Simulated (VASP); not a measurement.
# B (P6/mmm) in VASP: further runs

The runs below take B through single point, with PBE+D3(BJ).

Program: VASP 6.6.1. These are calculated values, not measurements. Logs are shortened: lines on timing, memory, paths and dates and some standing lists are left out, and cuts for length are marked.

## Step 1: The cell of the first run

The structure is hexagonal, space group P6/mmm (No. 191). Conventional cell: a = 1.750 Å, b = 1.750 Å, c = 3.439 Å, α = 90.00°, β = 90.00°, γ = 120.00°. B (site symmetry 6/mmm) has 6 B at 1.75 Å within 2.3 Å.

This isn't the form of B at room conditions, which is rhombohedral.

## Step 2: Single point, PBE+D3(BJ)

Contents of INCAR:

```
SYSTEM = B
PREC     = Accurate       ! precision mode
ENCUT    = 500            ! plane-wave cutoff, eV
EDIFF    = 1E-6           ! SCF threshold, eV
ISMEAR   = 0              ! smearing method
SIGMA    = 0.15           ! smearing width, eV
LREAL    = .FALSE.        ! projectors in reciprocal space
LASPH    = .TRUE.         ! aspherical terms in the spheres
NELM     = 120            ! most SCF steps
ALGO     = Normal         ! electronic algorithm
ISIF     = 2              ! what is computed and relaxed
LWAVE    = .FALSE.        ! write WAVECAR
LCHARG   = .FALSE.        ! write CHGCAR
GGA      = PE             ! functional
IVDW     = 12             ! dispersion correction
NBANDS   = 8              ! bands
GGA_COMPAT= .FALSE.
```

Contents of KPOINTS:

```
Automatic mesh
0
G
  36 36 14
  0 0 0
```

Contents of POSCAR:

```
B
1.0
    1.7504144916      0.0000000000      0.0000000000
   -0.8752072458      1.5159034169      0.0000000000
    0.0000000000      0.0000000000      3.4388519915
B
1
Direct
    0.0000000000      0.0000000000      0.0000000000
```

Potentials or basis: VASP PAW PBE potentials, release 64 (B).

Run with:

```sh
$ cat potpaw_PBE.64/B/POTCAR > POTCAR
$ mpirun -np 1 vasp_std > vasp.out
```

OUTCAR:

```text
SYSTEM = B
   PREC = Accurate
   ENCUT = 500
   EDIFF = 1E-6
   ISMEAR = 0
   LREAL = .FALSE.
   LASPH = .TRUE.
   NELM = 120
   ISIF = 2
   GGA = PE
   IVDW = 12
 IVDW          = 12

 ion  position               nearest neighbor table
   1  0.000  0.000  0.000-

  LATTYP: Found a hexagonal cell.
 ALAT       =     1.7504144916
 C/A-ratio  =     1.9645929624

  Lattice vectors:

 A1 = (   1.7504144916,   0.0000000000,   0.0000000000)
 A2 = (  -0.8752072458,   1.5159034169,   0.0000000000)
 A3 = (   0.0000000000,   0.0000000000,   3.4388519915)

Analysis of symmetry for initial positions (statically):
=====================================================================
 Subroutine PRICEL returns:
 Original cell was already a primitive cell.

 Routine SETGRP: Setting up the symmetry group for a
 hexagonal supercell.

 Subroutine GETGRP returns: Found 24 space group operations
 (whereof 24 operations were pure point group operations)
 out of a pool of 24 trial point group operations.

The static configuration has the point symmetry D_6h.

Analysis of symmetry for dynamics (positions and initial velocities):
=====================================================================
 Subroutine PRICEL returns:
 Original cell was already a primitive cell.

 Routine SETGRP: Setting up the symmetry group for a
 hexagonal supercell.

 Subroutine GETGRP returns: Found 24 space group operations
 (whereof 24 operations were pure point group operations)
 out of a pool of 24 trial point group operations.

The dynamic configuration has the point symmetry D_6h.

 Subroutine INISYM returns: Found 24 space group operations
 (whereof 24 operations are pure point group operations),
 and found     1 'primitive' translations

----------------------------------------------------------------------------------------

                                     Primitive cell

  volume of cell :       9.1249

  direct lattice vectors                    reciprocal lattice vectors
     1.750414492  0.000000000  0.000000000     0.571293259  0.329836317  0.000000000
    -0.875207246  1.515903417  0.000000000     0.000000000  0.659672634  0.000000000
     0.000000000  0.000000000  3.438851991     0.000000000  0.000000000  0.290794719

  length of vectors
     1.750414492  1.750414492  3.438851991     0.659672634  0.659672634  0.290794719

  position of ions in fractional coordinates (direct lattice)
     0.000000000  0.000000000  0.000000000

  ion indices of the primitive-cell ions
   primitive index   ion index
                 1           1

----------------------------------------------------------------------------------------

 KPOINTS: Automatic mesh

Automatic generation of k-mesh.
 Grid dimensions read from file:
 generate k-points for:   36   36   14

 Generating k-lattice:

  Cartesian coordinates                     Fractional coordinates (reciprocal lattice)
     0.015869257  0.009162120  0.000000000     0.027777778 -0.000000000  0.000000000
     0.000000000  0.018324240  0.000000000     0.000000000  0.027777778  0.000000000
     0.000000000  0.000000000  0.020771051     0.000000000  0.000000000  0.071428571

  Length of vectors
     0.018324240  0.018324240  0.020771051

  Shift w.r.t. Gamma in fractional coordinates (k-lattice)
     0.000000000  0.000000000  0.000000000

 Subroutine IBZKPT returns following result:
 ===========================================

 Found   1016 irreducible k-points:

 Following reciprocal coordinates:
            Coordinates               Weight
  0.000000  0.000000  0.000000      1.000000
  0.027778  0.000000  0.000000      6.000000
  0.055556  0.000000  0.000000      6.000000
  0.083333 -0.000000  0.000000      6.000000
  0.111111  0.000000  0.000000      6.000000
  0.138889  0.000000  0.000000      6.000000
[... 16 lines left out ...]
  0.111111  0.027778  0.000000     12.000000
  0.138889  0.027778  0.000000     12.000000
 [... further k-points ...]
   k-points           NKPTS =   1016   k-points in BZ     NKDIM =   1016   number of bands    NBANDS=      8
   number of dos      NEDOS =    301   number of ions     NIONS =      1
   total plane-waves  NPLWV =   5488
   dimension x,y,z NGX =    14 NGY =   14 NGZ =   28
   dimension x,y,z NGXF=    28 NGYF=   28 NGZF=   56
   ions per type =               1
   NGX,Y,Z   is equivalent  to a cutoff of  13.30, 13.30, 13.54 a.u.
   NGXF,Y,Z  is equivalent  to a cutoff of  26.59, 26.59, 27.07 a.u.
 SYSTEM =  B
   PREC   = accura    normal or accurate (medium, high low for compatibility)
   ISTART =      0    job   : 0-new  1-cont  2-samecut
   ICHARG =      2    charge: 1-file 2-atom 10-const
   ISPIN  =      1    spin polarized calculation?
   LNONCOLLINEAR =      F non collinear calculations
   LSORBIT =      F    spin-orbit coupling
   LASPH  =      T    aspherical Exc in radial PAW
   ENCUT  =  500.0 eV  36.75 Ry    6.06 a.u.   3.19  3.19  6.27*2*pi/ulx,y,z
   NELM   =    120;   NELMIN=  2; NELMDL= -5     # of ELM steps
   EDIFF  = 0.1E-05   stopping-criterion for ELM
   LREAL  =      F    real-space projection
   EDIFFG = 0.1E-04   stopping-criterion for IOM
   NSW    =      0    number of steps for IOM
   IBRION =     -1    ionic relax: 0-MD 1-quasi-New 2-CG
   NFREE  =      0    steps in history (QN), initial steepest desc. (CG)
   ISIF   =      2    stress and relaxation
   ISYM   =      2    0-nonsym 1-usesym 2-fastsym
   POTIM  = 0.5000    time-step for ionic-motion
   TEBEG  =    0.0;   TEEND  =   0.0 temperature during run
   PSTRESS=    0.0 pullay stress
   NELECT =       3.0000    total number of electrons
   NUPDOWN=      -1.0000    fix difference up-down
   EMIN   =  10.00;   EMAX   =-10.00  energy-range for DOS
   EFERMI =   0.00;   METHOD = LEGACY
   ISMEAR =     0;   SIGMA  =   0.15  broadening in eV -4-tet -1-fermi 0-gaus
   EFERMI_NEDOS =   21; number of points for ismear=-14 and -15
   IALGO  =     38    algorithm
   IMIX   =      4    mixing-type and parameters
     AMIX     =   0.40;   BMIX     =  1.00
     AMIX_MAG =   1.60;   BMIX_MAG =  1.00
  volume/ion in A,a.u.               =       9.12        61.58
  Fermi-wavevector in a.u.,A,eV,Ry     =   1.129900  2.135201 17.370199  1.276674
  Thomas-Fermi vector in A             =   2.266595
   LORBIT       =      0    0 simple, 1 ext, 2 COOP (PROOUT), +10 PAW based schemes
   GGA     = PE    functional components
   LHFCALC =     F    Hartree Fock is set to
   AEXX    =    0.0000 exact exchange contribution
   IVDW    =    12    specifies the selected vdW correction
   LEPSILON=     F    determine dielectric tensor
   LRPA    =     F    only Hartree local field effects (RPA)
 non-spin polarized calculation
 Gauss-broadening in eV      SIGMA  =   0.15
  energy-cutoff  :      500.00
  volume of cell :        9.12
 maximum number of plane-waves:       247
 NGX is ok and might be reduce to    14

 number of electron       3.0000000 magnetization

 Free energy of the ion-electron system (eV)
  ---------------------------------------------------
  ext. energy  EPLUGINS =         0.00000000
  ---------------------------------------------------
  free energy    TOTEN  =        -5.96619778 eV

  energy without entropy =       -5.96357320  energy(sigma->0) =       -5.96488549

 E-fermi :   5.3602     XC(G=0): -10.3258

 val. band max:        5.3536307322   @ k =   0.2222   0.1944   0.3571
 cond. band min:       5.3617189948   @ k =   0.2778   0.1389   0.4286
 fundamental gap:      0.0080882626
 Fermi energy:         5.3602115359

 k-point     1 :       0.0000    0.0000    0.0000
  band No.  band energies     occupation
      1     -11.3625      2.00000
      2      -0.4260      2.00000
      3       8.4007      0.00000
      4      28.4278      0.00000
      5      28.4278      0.00000
      6      35.1399      0.00000
      7      41.6372      0.00000
      8      49.0872      0.00000

 k-point     2 :       0.0278    0.0000    0.0000
  band No.  band energies     occupation
      1     -11.3275      2.00000
      2      -0.3784      2.00000
      3       8.4409      0.00000
      4      28.2672      0.00000
      5      28.3205      0.00000
      6      35.1635      0.00000
      7      41.7299      0.00000
      8      48.0270      0.00000

 k-point     3 :       0.0556    0.0000    0.0000
  band No.  band energies     occupation
      1     -11.2227      2.00000
      2      -0.2355      2.00000
      3       8.5609      0.00000
      4      27.7910      0.00000
      5      28.0117      0.00000
      6      35.2313      0.00000
      7      41.9840      0.00000
      8      46.2790      0.00000

 k-point     4 :       0.0833   -0.0000    0.0000
  band No.  band energies     occupation
      1     -11.0481      2.00000
      2       0.0022      2.00000
      3       8.7601      0.00000
      4      27.0167      0.00000
      5      27.5361      0.00000
      6      35.3331      0.00000
      7      42.2806      0.00000
      8      44.7634      0.00000

 k-point     5 :       0.1111    0.0000    0.0000
  band No.  band energies     occupation
      1     -10.8042      2.00000
      2       0.3345      2.00000
      3       9.0368      0.00000
      4      25.9740      0.00000
      5      26.9384      0.00000
      6      35.4487      0.00000
      7      42.1282      0.00000
      8      44.0976      0.00000
[... 177 lines left out ...]
 k-point    22 :       0.0833    0.0278    0.0000
  band No.  band energies     occupation
      1     -10.9086      2.00000
      2       0.1922      2.00000
      3       8.9187      0.00000
      4      26.4937      0.00000
      5      27.0944      0.00000
      6      35.4039      0.00000
      7      42.4396      0.00000
      8      44.0598      0.00000

 k-point    23 :       0.1111    0.0278    0.0000
  band No.  band energies     occupation
      1     -10.6304      2.00000
      2       0.5715      2.00000
      3       9.2328      0.00000
      4      25.3491      0.00000
      5      26.4370      0.00000
      6      35.5100      0.00000
      7      41.8847      0.00000
      8      44.0611      0.00000

 k-point    24 :       0.1389    0.0278    0.0000
  band No.  band energies     occupation
      1     -10.2837      2.00000
      2       1.0443      2.00000
      3       9.6185      0.00000
      4      23.9958      0.00000
      5      25.7330      0.00000
      6      35.5612      0.00000
      7      41.0080      0.00000
      8      44.7514      0.00000

 [... further k-points ...]

------------------------ aborting loop because EDIFF is reached ----------------------------------------

 Edisp (eV)   -0.15987

 E8    (eV) :    -0.0526

  FORCE on cell =-STRESS in cart. coord.  units (eV):
  Direction    XX          YY          ZZ          XY          YZ          ZX
  --------------------------------------------------------------------------------------
  -------------------------------------------------------------------------------------
  Total      -1.17042    -1.17042    -0.02783    -0.00000    -0.00000     0.00000
  in kB    -205.50664  -205.50664    -4.88667    -0.00000    -0.00000     0.00000
  external pressure =     -138.63 kB  Pullay stress =        0.00 kB

 VOLUME and BASIS-vectors are now :
 -----------------------------------------------------------------------------
  energy-cutoff  :      500.00
  volume of cell :        9.12
      direct lattice vectors                 reciprocal lattice vectors
     1.750414492  0.000000000  0.000000000     0.571293259  0.329836317  0.000000000
    -0.875207246  1.515903417  0.000000000     0.000000000  0.659672634  0.000000000
     0.000000000  0.000000000  3.438851991     0.000000000  0.000000000  0.290794719

 POSITION                                       TOTAL-FORCE (eV/Angst)
 -----------------------------------------------------------------------------------
      0.00000      0.00000      0.00000         0.000000      0.000000      0.000000
 -----------------------------------------------------------------------------------
    total drift:                                0.000000     -0.000000     -0.000000

  FREE ENERGIE OF THE ION-ELECTRON SYSTEM (eV)
  ---------------------------------------------------
  free  energy   TOTEN  =        -6.1260633570 eV

  energy  without entropy=       -6.1234387786  energy(sigma->0) =       -6.12475107
```

Run time: 37 s. Hardware: 1 thread of Intel Xeon Platinum 8488C (Sapphire Rapids), shared host; peak memory 0.17 GiB.

Results:

| Quantity | Value |
| --- | --- |
| Free energy | -6.1261 eV |
| Pressure | -13.9 GPa |
| Band gap on the k mesh | zero (an odd number of electrons rules out a gap without spin polarisation) |
| Dispersion energy per atom | -0.160 eV |

Caveat: the cell stands under tension.

## Step 3: Single point, PBE+D3(BJ)

This run uses another cell than the first one, of the same volume but with other edges.

Contents of INCAR:

```
PREC = Accurate
ENCUT = 500
EDIFF = 1E-6
ISMEAR = 0
SIGMA = 0.15
LREAL = F
LASPH = T
NELM = 120
ALGO = Normal
ISIF = 2
LWAVE = F
LCHARG = F
GGA = PE
IVDW = 12
NBANDS = 8
GGA_COMPAT = F
```

Contents of KPOINTS:

```
regular mesh
0
Gamma
  36 36 14
```

Contents of POSCAR:

```
B
1.0
    1.7257574820      0.0000000000      0.0000000000
   -0.8628787410      1.4945498202      0.0000000000
    0.0000000000      0.0000000000      3.5378201781
B
1
Direct
    0.0000000000      0.0000000000      0.0000000000
```

Potentials or basis: VASP PAW PBE potentials, release 64 (B).

Run with:

```sh
$ cat potpaw_PBE.64/B/POTCAR > POTCAR
$ mpirun -np 1 vasp_std > vasp.out
```

Wall time 44 s (1 thread of Intel Xeon Platinum 8488C (Sapphire Rapids), shared host); peak memory 0.17 GiB.

Results (log left out):

| Property | Result |
| --- | --- |
| Free energy | -6.1491 eV |
| Pressure | -6.9 GPa |
| Band gap on the k mesh | zero (an odd number of electrons rules out a gap without spin polarisation) |
| Dispersion energy per atom | -0.159 eV |

Stress tensor (GPa, compression positive):
```
-9.72  0.00  0.00
 0.00 -9.72  0.00
 0.00  0.00 -1.34
```

Levels at points of the mesh, in eV from the Fermi level:
```csv
k point,band 1,band 2,band 3,band 4,band 5,band 6,band 7
"(0.00, 0.00, 0.00)",-16.99,-6.30,2.68,24.00,24.00,27.86,34.05
"(0.50, 0.00, 0.00)",-8.64,0.85,6.22,14.63,15.54,17.81,19.62
"(0.00, 0.00, 0.50)",-16.59,-8.53,9.92,14.94,24.01,24.01,45.11
"(0.50, 0.00, 0.50)",-8.54,1.37,4.94,11.01,15.57,23.83,29.14
```

Caveat: the cell stands under tension.

[end of part 1 of 2]
